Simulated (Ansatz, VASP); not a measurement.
## One calculation of HfAlB4, two programs

Contents of INCAR:

```
PREC = Accurate
ENCUT = 520
EDIFF = 1E-7
ISMEAR = 0
SIGMA = 0.1
LREAL = False
LASPH = True
NELM = 80
ALGO = Normal
ISIF = 2
LWAVE = False
LCHARG = False
GGA = PE
NBANDS = 22
```

Contents of KPOINTS:

```
regular mesh
0
Gamma
  6 6 4
```

POSCAR

```
HfAlB4
1.0
    3.0525141000      0.0000000000      0.0000000000
   -1.5262570000      2.6435547000      0.0000000000
    0.0000000000      0.0000000000      6.9179598000
Hf Al B
1 1 4
Direct
    0.0000000000      0.0000000000      0.0000000000
    0.0000000000      0.0000000000      0.5000000000
    0.3333333000      0.6666667000      0.2645460000
    0.3333333000      0.6666667000      0.7354540000
    0.6666667000      0.3333333000      0.2645460000
    0.6666667000      0.3333333000      0.7354540000
```

Input for Ansatz:

```yaml
crystal:
  lattice:
    - [3.0525141, 0.0, 0.0]
    - [-1.526257, 2.6435547, 0.0]
    - [0.0, 0.0, 6.9179598]
  atoms:
    - { symbol: Hf, position: [0.0, 0.0, 0.0] }
    - { symbol: Al, position: [0.0, 0.0, 0.5] }
    - { symbol: B, position: [0.3333333, 0.6666667, 0.264546] }
    - { symbol: B, position: [0.3333333, 0.6666667, 0.735454] }
    - { symbol: B, position: [0.6666667, 0.3333333, 0.264546] }
    - { symbol: B, position: [0.6666667, 0.3333333, 0.735454] }
basis:
  ecutwfc: 420
kpoints:
  mp_grid: { grid: [6, 6, 4] }
hamiltonian:
  xc: pbe
scf:
  occupations: { method: gaussian, width: 0.1 }
  lower_state_search: "off"
output:
  forces: true
  stress: true
  eigenvalues: true
```

Alike in both runs: task single point; functional PBE; k mesh 6 × 6 × 4; occupations gaussian, width 0.1 eV; no spin polarisation.

```csv
,VASP,Ansatz
version,VASP 6.6.1,Ansatz 0.2.0
potentials or method,"VASP PAW PBE potentials, release 64 (Hf_pv, Al, B), cutoff 520 eV","scalar-relativistic, plane waves, PAW"
valence electrons in the cell,25,41
```

|  | VASP | Ansatz | Ansatz less VASP |
| --- | --- | --- | --- |
| gap on the k mesh at the Fermi level (eV) | none | none | - |
| pressure (GPa) | -0.4 | -0.1 | +0.31 |
| traceless stress, the component that is largest in VASP (GPa) | -0.34 | -0.31 | +0.039 |
| rms of the force components (eV/Å) | 0.006 | 0.001 | -0.0055 |

Atom by atom the forces differ by 0.007 eV/Å (rms over components). A gap of «none» marks a metal or a gap that the smearing closes. VASP's potentials hold 25 valence electrons a cell and Ansatz's 41, so a difference there can come from the potentials and not from the codes.

The k mesh is coarse, so the values compare programs but aren't converged. Spin-orbit coupling is off throughout.
